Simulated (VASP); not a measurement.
# Tc (Fm-3m) in VASP: notebook

The runs below take Tc through single point, relaxation of cell and atoms, with PBE+D4, PBE.

Program: VASP 6.6.1. These are calculated values, not measurements. Logs are shortened: lines on timing, memory, paths and dates and some standing lists are left out, and cuts for length are marked.

## (1) The cell of the first run

It takes space group Fm-3m (No. 225, cubic). Conventional cell: a = 3.845 Å, b = 3.845 Å, c = 3.845 Å, α = 90.00°, β = 90.00°, γ = 90.00°. Tc (site symmetry m-3m) has 12 Tc at 2.72 Å within 3.6 Å.

## (2) Single point, PBE+D4

INCAR reads:

```
SYSTEM = Tc
  PREC = Accurate
  ENCUT = 520
  EDIFF = 1E-7
  ISMEAR = -1
  SIGMA = 0.05
  LREAL = .False.
  LASPH = .True.
  NELM = 80
  ALGO = Normal
  ISIF = 2
  LWAVE = .False.
  LCHARG = .False.
  GGA = PE
  IVDW = 13
  NBANDS = 12
```

KPOINTS reads:

```
regular mesh
0
Gamma
  12 12 12
  0 0 0
```

POSCAR reads:

```
Tc
1.0
    0.0000000000      1.9224002277      1.9224002277
    1.9224002277      0.0000000000      1.9224002277
    1.9224002277      1.9224002277      0.0000000000
Tc
1
Direct
    0.0000000000      0.0000000000      0.0000000000
```

Potentials or basis: VASP PAW PBE potentials, release 64 (Tc_pv).

On the command line:

```console
> cat potpaw_PBE.64/Tc_pv/POTCAR > POTCAR
> mpirun -np 1 vasp_std > vasp.out
```

OUTCAR:

```text
SYSTEM = Tc
   PREC = Accurate
   ENCUT = 520
   EDIFF = 1E-7
   ISMEAR = -1
   LREAL = .False.
   LASPH = .True.
   NELM = 80
   ISIF = 2
   GGA = PE
   IVDW = 13

 ion  position               nearest neighbor table
   1  0.000  0.000  0.000-

  LATTYP: Found a face centered cubic cell.
 ALAT       =     3.8448004554

  Lattice vectors:

 A1 = (   0.0000000000,   1.9224002277,   1.9224002277)
 A2 = (   1.9224002277,   0.0000000000,   1.9224002277)
 A3 = (   1.9224002277,   1.9224002277,   0.0000000000)

Analysis of symmetry for initial positions (statically):
=====================================================================
 Subroutine PRICEL returns:
 Original cell was already a primitive cell.

 Routine SETGRP: Setting up the symmetry group for a
 face centered cubic supercell.

 Subroutine GETGRP returns: Found 48 space group operations
[... 9 lines left out ...]

 Routine SETGRP: Setting up the symmetry group for a
 face centered cubic supercell.

 Subroutine GETGRP returns: Found 48 space group operations
[... 11 lines left out ...]
                                     Primitive cell

  volume of cell :      14.2089

  direct lattice vectors                    reciprocal lattice vectors
     0.000000000  1.922400228  1.922400228    -0.260091521  0.260091521  0.260091521
     1.922400228  0.000000000  1.922400228     0.260091521 -0.260091521  0.260091521
     1.922400228  1.922400228  0.000000000     0.260091521  0.260091521 -0.260091521

  length of vectors
     2.718684474  2.718684474  2.718684474     0.450491730  0.450491730  0.450491730

  position of ions in fractional coordinates (direct lattice)
     0.000000000  0.000000000  0.000000000

  ion indices of the primitive-cell ions
   primitive index   ion index
                 1           1

----------------------------------------------------------------------------------------

 KPOINTS: regular mesh

Automatic generation of k-mesh.
 Grid dimensions read from file:
 generate k-points for:   12   12   12

 Generating k-lattice:

  Cartesian coordinates                     Fractional coordinates (reciprocal lattice)
    -0.021674293  0.021674293  0.021674293     0.083333333  0.000000000  0.000000000
     0.021674293 -0.021674293  0.021674293     0.000000000  0.083333333  0.000000000
     0.021674293  0.021674293 -0.021674293     0.000000000  0.000000000  0.083333333

  Length of vectors
     0.037540977  0.037540977  0.037540977

  Shift w.r.t. Gamma in fractional coordinates (k-lattice)
     0.000000000  0.000000000  0.000000000

 Subroutine IBZKPT returns following result:
 ===========================================

 Found     72 irreducible k-points:

 Following reciprocal coordinates:
            Coordinates               Weight
  0.000000  0.000000  0.000000      1.000000
  0.083333  0.000000  0.000000      8.000000
  0.166667  0.000000  0.000000      8.000000
  0.250000  0.000000  0.000000      8.000000
  0.333333  0.000000  0.000000      8.000000
  0.416667  0.000000  0.000000      8.000000
[... 16 lines left out ...]
  0.500000  0.166667  0.000000     24.000000
 -0.416667  0.166667  0.000000     24.000000
 [... further k-points ...]
   k-points           NKPTS =     72   k-points in BZ     NKDIM =     72   number of bands    NBANDS=     12
   number of dos      NEDOS =    301   number of ions     NIONS =      1
   total plane-waves  NPLWV =   8000
   dimension x,y,z NGX =    20 NGY =   20 NGZ =   20
   dimension x,y,z NGXF=    40 NGYF=   40 NGZF=   40
   ions per type =               1
   NGX,Y,Z   is equivalent  to a cutoff of  12.23, 12.23, 12.23 a.u.
   NGXF,Y,Z  is equivalent  to a cutoff of  24.46, 24.46, 24.46 a.u.
 SYSTEM =  Tc
   PREC   = accura    normal or accurate (medium, high low for compatibility)
   ISTART =      0    job   : 0-new  1-cont  2-samecut
   ICHARG =      2    charge: 1-file 2-atom 10-const
   ISPIN  =      1    spin polarized calculation?
   LNONCOLLINEAR =      F non collinear calculations
   LSORBIT =      F    spin-orbit coupling
   LASPH  =      T    aspherical Exc in radial PAW
   ENCUT  =  520.0 eV  38.22 Ry    6.18 a.u.   5.05  5.05  5.05*2*pi/ulx,y,z
   NELM   =     80;   NELMIN=  2; NELMDL= -5     # of ELM steps
   EDIFF  = 0.1E-06   stopping-criterion for ELM
   LREAL  =      F    real-space projection
   EDIFFG = 0.1E-05   stopping-criterion for IOM
   NSW    =      0    number of steps for IOM
   IBRION =     -1    ionic relax: 0-MD 1-quasi-New 2-CG
   NFREE  =      0    steps in history (QN), initial steepest desc. (CG)
   ISIF   =      2    stress and relaxation
   ISYM   =      2    0-nonsym 1-usesym 2-fastsym
   POTIM  = 0.5000    time-step for ionic-motion
   TEBEG  =    0.0;   TEEND  =   0.0 temperature during run
   PSTRESS=    0.0 pullay stress
   NELECT =      13.0000    total number of electrons
   NUPDOWN=      -1.0000    fix difference up-down
   EMIN   =  10.00;   EMAX   =-10.00  energy-range for DOS
   EFERMI =   0.00;   METHOD = LEGACY
   ISMEAR =    -1;   SIGMA  =   0.05  broadening in eV -4-tet -1-fermi 0-gaus
   EFERMI_NEDOS =   21; number of points for ismear=-14 and -15
   IALGO  =     38    algorithm
   IMIX   =      4    mixing-type and parameters
     AMIX     =   0.40;   BMIX     =  1.00
     AMIX_MAG =   1.60;   BMIX_MAG =  1.00
  volume/ion in A,a.u.               =      14.21        95.89
  Fermi-wavevector in a.u.,A,eV,Ry     =   1.589286  3.003316 34.366016  2.525831
  Thomas-Fermi vector in A             =   2.688159
   LORBIT       =      0    0 simple, 1 ext, 2 COOP (PROOUT), +10 PAW based schemes
   GGA     = PE    functional components
   LHFCALC =     F    Hartree Fock is set to
   AEXX    =    0.0000 exact exchange contribution
   IVDW    =    13    specifies the selected vdW correction
   LEPSILON=     F    determine dielectric tensor
   LRPA    =     F    only Hartree local field effects (RPA)
 non-spin polarized calculation
  energy-cutoff  :      520.00
  volume of cell :       14.21
 maximum number of plane-waves:       392
   NGX = 11   NGY = 11   NGZ = 11

 number of electron      12.9999996 magnetization

 Free energy of the ion-electron system (eV)
  ---------------------------------------------------
  ext. energy  EPLUGINS =         0.00000000
  ---------------------------------------------------
  free energy    TOTEN  =       -10.27782301 eV

  energy without entropy =      -10.26803520  energy(sigma->0) =      -10.27292910

 E-fermi :  13.0200     XC(G=0): -13.8413

 val. band max:       12.9913874302   @ k =   0.5000   0.2500   0.0000
 cond. band min:      13.0329743592   @ k =  -0.2500   0.3333   0.0833
 fundamental gap:      0.0415869290
 Fermi energy:        13.0199638347

 k-point     1 :       0.0000    0.0000    0.0000
  band No.  band energies     occupation
      1     -25.3699      2.00000
      2     -25.3699      2.00000
      3     -25.3699      2.00000
      4       5.4264      2.00000
      5      11.1398      2.00000
      6      11.1398      2.00000
      7      11.1398      2.00000
      8      13.8085      0.00000
      9      13.8085      0.00000
     10      26.9800      0.00000
     11      32.6406      0.00000
     12      32.6406      0.00000

 k-point     2 :       0.0833    0.0000    0.0000
  band No.  band energies     occupation
      1     -25.4629      2.00000
      2     -25.3815      2.00000
      3     -25.3815      2.00000
      4       5.7237      2.00000
      5      10.9661      2.00000
      6      11.2681      2.00000
      7      11.2681      2.00000
      8      13.7180      0.00000
      9      13.7180      0.00000
     10      27.5172      0.00000
     11      31.4296      0.00000
     12      33.1559      0.00000

 k-point     3 :       0.1667    0.0000    0.0000
  band No.  band energies     occupation
      1     -25.7129      2.00000
      2     -25.4134      2.00000
      3     -25.4134      2.00000
      4       6.5030      2.00000
      5      10.6397      2.00000
      6      11.5242      2.00000
      7      11.5242      2.00000
      8      13.6220      0.00001
      9      13.6220      0.00001
     10      28.6503      0.00000
     11      29.6330      0.00000
     12      34.6062      0.00000

 k-point     4 :       0.2500    0.0000    0.0000
  band No.  band energies     occupation
      1     -26.0446      2.00000
      2     -25.4567      2.00000
      3     -25.4567      2.00000
      4       7.3103      2.00000
      5      10.7389      2.00000
      6      11.5520      2.00000
      7      11.5520      2.00000
      8      13.9537      0.00000
      9      13.9537      0.00000
     10      27.4390      0.00000
     11      30.0587      0.00000
     12      36.7417      0.00000

 k-point     5 :       0.3333    0.0000    0.0000
  band No.  band energies     occupation
      1     -26.3661      2.00000
      2     -25.4996      2.00000
      3     -25.4996      2.00000
      4       7.5369      2.00000
      5      11.3072      2.00000
      6      11.3072      2.00000
      7      11.8573      2.00000
      8      14.7441      0.00000
      9      14.7441      0.00000
     10      25.9559      0.00000
     11      29.0068      0.00000
     12      36.2178      0.00000
[... 228 lines left out ...]
      1     -26.1799      2.00000
      2     -25.5968      2.00000
      3     -25.5911      2.00000
      4       8.1336      2.00000
      5       9.6531      2.00000
      6      11.2008      2.00000
      7      12.4142      1.99999
      8      14.5203      0.00000
      9      15.1576      0.00000
     10      28.1103      0.00000
     11      30.8395      0.00000
     12      33.0586      0.00000

 k-point    22 :       0.4167    0.1667    0.0000
  band No.  band energies     occupation
      1     -26.4103      2.00000
      2     -25.6715      2.00000
      3     -25.6178      2.00000
      4       8.1655      2.00000
      5      10.1265      2.00000
      6      11.1143      2.00000
      7      12.1637      2.00000
      8      15.7939      0.00000
      9      16.3654      0.00000
     10      25.9570      0.00000
     11      29.3532      0.00000
     12      32.3932      0.00000

 k-point    23 :       0.5000    0.1667    0.0000
  band No.  band energies     occupation
      1     -26.5464      2.00000
      2     -25.7411      2.00000
      3     -25.6175      2.00000
      4       8.1303      2.00000
      5      10.0799      2.00000
      6      11.8241      2.00000
      7      11.9104      2.00000
      8      15.9554      0.00000
      9      18.2188      0.00000
     10      23.8995      0.00000
     11      28.5268      0.00000
     12      32.3022      0.00000

 k-point    24 :      -0.4167    0.1667    0.0000
  band No.  band energies     occupation
      1     -26.5579      2.00000
      2     -25.7845      2.00000
      3     -25.5903      2.00000
      4       8.2187      2.00000
      5      10.1105      2.00000
      6      11.7883      2.00000
      7      12.0814      2.00000
      8      15.4261      0.00000
      9      18.8329      0.00000
     10      23.6854      0.00000
     11      28.4148      0.00000
     12      31.5613      0.00000

 [... further k-points ...]

------------------------ aborting loop because EDIFF is reached ----------------------------------------

  DFT-D4 for vdW energy calculation

  Edisp (eV):   -0.60917

  FORCE on cell =-STRESS in cart. coord.  units (eV):
  Direction    XX          YY          ZZ          XY          YZ          ZX
  --------------------------------------------------------------------------------------
  -------------------------------------------------------------------------------------
  Total      -0.05924    -0.05924    -0.05924     0.00000     0.00000    -0.00000
  in kB      -6.68036    -6.68036    -6.68036     0.00000     0.00000    -0.00000
  external pressure =       -6.68 kB  Pullay stress =        0.00 kB

 VOLUME and BASIS-vectors are now :
 -----------------------------------------------------------------------------
  energy-cutoff  :      520.00
  volume of cell :       14.21
      direct lattice vectors                 reciprocal lattice vectors
     0.000000000  1.922400228  1.922400228    -0.260091521  0.260091521  0.260091521
     1.922400228  0.000000000  1.922400228     0.260091521 -0.260091521  0.260091521
     1.922400228  1.922400228  0.000000000     0.260091521  0.260091521 -0.260091521

 POSITION                                       TOTAL-FORCE (eV/Angst)
 -----------------------------------------------------------------------------------
      0.00000      0.00000      0.00000        -0.000000     -0.000000     -0.000000
 -----------------------------------------------------------------------------------
    total drift:                               -0.000000     -0.000000     -0.000000

  FREE ENERGIE OF THE ION-ELECTRON SYSTEM (eV)
  ---------------------------------------------------
  free  energy   TOTEN  =       -10.8869948725 eV

  energy  without entropy=      -10.8772070627  energy(sigma->0) =      -10.88210097
```

Run time: 11 s. Hardware: 1 thread of AMD EPYC 7R43 (Zen 3), shared host; peak memory 0.09 GiB.

What came out:

| Item | Value |
| --- | --- |
| Free energy | -10.8870 eV |
| Pressure | -0.7 GPa |
| Dispersion energy per atom | -0.609 eV |

Caveat: pairwise dispersion overbinds metals, which lowers pressure and volume.

## (3) Relaxation of cell and atoms, PBE

This run uses another cell than the first one, of 14.83 Å³/atom, 1.044 times its volume.

INCAR reads:

```
SYSTEM = Tc
ALGO = Normal ; EDIFF = 1E-6
EDIFFG = -0.005 ; ENCUT = 600
GGA = PE ; IBRION = 2
ISIF = 3 ; ISMEAR = -1
LASPH = .TRUE. ; LCHARG = .FALSE.
LREAL = .FALSE. ; LWAVE = .FALSE.
NELM = 100 ; NSW = 80
PREC = Accurate ; SIGMA = 0.05
```

KPOINTS reads:

```
k-points
0
G
  12 12 12
  0 0 0
```

POSCAR reads:

```
Tc
1.0
    0.0000000000      1.9500000000      1.9500000000
    1.9500000000      0.0000000000      1.9500000000
    1.9500000000      1.9500000000      0.0000000000
Tc
1
Direct
    0.0000000000      0.0000000000      0.0000000000
```

Potentials or basis: VASP PAW PBE potentials, release 64 (Tc_pv).

On the command line:

```console
> cat potpaw_PBE.64/Tc_pv/POTCAR > POTCAR
> mpirun -np 1 vasp_std > vasp.out
```

Wall time 57 s (1 thread of AMD EPYC 7R43 (Zen 3), shared host); peak memory 0.12 GiB.

Results (log left out):

```yaml
Free_energy: -10.2834 eV
Relaxed_volume: 14.48 Å³/atom
Relaxed_cell: a = 2.736 Å, b = 2.736 Å, c = 2.736 Å, α = 60.00°, β = 60.00°, γ = 60.00°
Space_group_after_relaxing_to_0.05_Å: Fm-3m (No. 225)
Energy_gained_by_relaxing: 7.5 meV/atom
Ionic_steps: 8
Pressure_after_relaxing: 0.0 GPa
```

Step by step:
```csv
step,energy change (eV),largest force (eV/Å),pressure (GPa),volume (Å³)
1,0.0000,0.0000,-6.81,14.83
2,0.0600,0.0000,24.05,13.52
3,-0.0075,0.0000,-0.15,14.49
4,-0.0075,0.0000,-0.12,14.48
5,-0.0075,0.0000,0.48,14.46
6,-0.0075,0.0000,0.16,14.47
7,-0.0075,0.0000,-0.36,14.50
8,-0.0075,0.0000,-0.01,14.48
```

Final structure:
```xyz
1
Lattice="0.0000 1.9345 1.9345 1.9345 0.0000 1.9345 1.9345 1.9345 0.0000" Properties=species:S:1:pos:R:3 pbc="T T T"
Tc    0.0000    0.0000    0.0000
```

Levels at points of the mesh, in eV from the Fermi level:
```csv
k point,band 4,band 5,band 6,band 7,band 8,band 9,band 10
"(0.00, 0.00, 0.00)",-7.51,-1.83,-1.83,-1.83,0.77,0.77,13.97
"(0.50, 0.00, 0.00)",-5.55,-1.99,-1.99,1.20,2.78,2.78,10.64
"(0.50, 0.50, 0.00)",-5.92,-5.33,2.72,3.34,3.34,3.80,12.97
```
